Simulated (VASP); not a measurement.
Wanted: the native input for a VASP 6.6.1 run.

* Task: single point
* Functional: PBE
* Potentials or basis: VASP PAW PBE potentials, release 64 (Rb_sv, Br)
* Cutoff: 520 eV
* k mesh: 6 × 6 × 6
* Occupations: gaussian, width 0.02 eV
* Spin: no spin polarisation
* Dipole correction: no
* Further INCAR settings: ALGO = Normal; EDIFF = 1e-06; NBANDS = 15

The structure of RbBr lies in POSCAR:

```
RbBr
1.0
    0.0000000000      3.6219397799      3.6219397799
    3.6219397799      0.0000000000      3.6219397799
    3.6219397799      3.6219397799      0.0000000000
Rb Br
1 1
Direct
    0.0000000000      0.0000000000      0.0000000000
    0.5000000000      0.5000000000      0.5000000000
```

This cell differs from its parent crystal: volume scaled by 1.10.

One way to write it, as run:

INCAR

```
PREC     = Accurate       # precision mode
ENCUT    = 520            # plane-wave cutoff, eV
EDIFF    = 1E-6           # SCF threshold, eV
ISMEAR   = 0              # smearing method
SIGMA    = 0.02           # smearing width, eV
LREAL    = F              # projectors in reciprocal space
LASPH    = T              # aspherical terms in the spheres
NELM     = 60             # most SCF steps
ALGO     = Normal         # electronic algorithm
ISIF     = 2              # what is computed and relaxed
LWAVE    = F              # write WAVECAR
LCHARG   = T              # write CHGCAR
GGA      = PE             # functional
LELF     = T              # ELF
LVHAR    = T            
NBANDS   = 15             # bands
```

KPOINTS

```
regular mesh
0
Gamma
  6 6 6
```

Potentials or basis: VASP PAW PBE potentials, release 64 (Rb_sv, Br).

Run with:

```sh
$ cat potpaw_PBE.64/Rb_sv/POTCAR potpaw_PBE.64/Br/POTCAR > POTCAR
$ mpirun -np 1 vasp_std > vasp.out
```

Results of the run:

```
Pressure               : -0.9 GPa
Band gap on the k mesh : 3.97 eV, direct
```

Run time: 47 s on 1 thread of Intel Xeon 6975P-C, with other jobs on the host, peak memory 0.24 GiB.
